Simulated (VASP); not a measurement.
## ZrS: single point with PBEsol

The system is ZrS.

```
Zr S
1.0
     2.53141    2.53141    0.00000
    -2.53141    2.53141    0.00000
     0.00000    0.00000    5.22814
Zr S
2 2
Direct
  0.00000 0.00000 0.00000
  0.50000 0.50000 0.50000
  0.50000 0.50000 0.00000
  0.00000 0.00000 0.50000
```

This cell differs from its parent crystal: biaxial strain in the a-b plane: -2.0 %.

```yaml
Program: VASP 6.6.1
Task: single point
Functional: PBEsol
Potentials_or_basis: VASP PAW PBE potentials, release 64 (Zr_sv, S)
Cutoff: 520 eV
k_mesh: 14 × 14 × 10
Occupations: gaussian, width 0.1 eV
Spin: no spin polarisation
```

* Pressure: 5.2 GPa
* Band gap on the k mesh: zero (bands 18 and 19 overlap by 3.01 eV)

Stress tensor (GPa, compression positive):
```
 8.58  0.00  0.00
 0.00  8.58  0.00
 0.00  0.00 -1.69
```

Levels at points of the mesh, in eV from the Fermi level:
```tsv
k point	band 15	band 16	band 17	band 18	band 19	band 20	band 21	band 22
(0.00, 0.00, 0.00)	-3.59	-3.48	-3.48	-1.78	-1.41	-1.41	-0.89	-0.71
(0.50, 0.00, 0.00)	-5.89	-5.89	0.51	0.51	1.01	1.01	1.18	1.18
(0.50, 0.50, 0.00)	-4.51	-4.51	-3.82	-3.82	0.59	0.59	2.52	2.52
(0.00, 0.00, 0.50)	-4.29	-4.29	-2.98	-2.98	-0.18	-0.18	1.29	1.29
(0.50, 0.00, 0.50)	-6.27	-6.27	1.60	1.60	1.72	1.72	1.94	1.94
(0.50, 0.50, 0.50)	-5.99	-5.99	-0.21	-0.21	-0.21	-0.21	2.09	2.09
```

Run time: 5.3 min on 1 thread of AMD EPYC 7R13 Processor (Zen 3) (shared host), peak memory 0.38 GiB.

Caveat: the cell differs from its parent crystal (biaxial strain in the a-b plane: -2.0 %); the cell stands under pressure; the PAW data sets were made with another functional, which shifts forces and pressure a little.
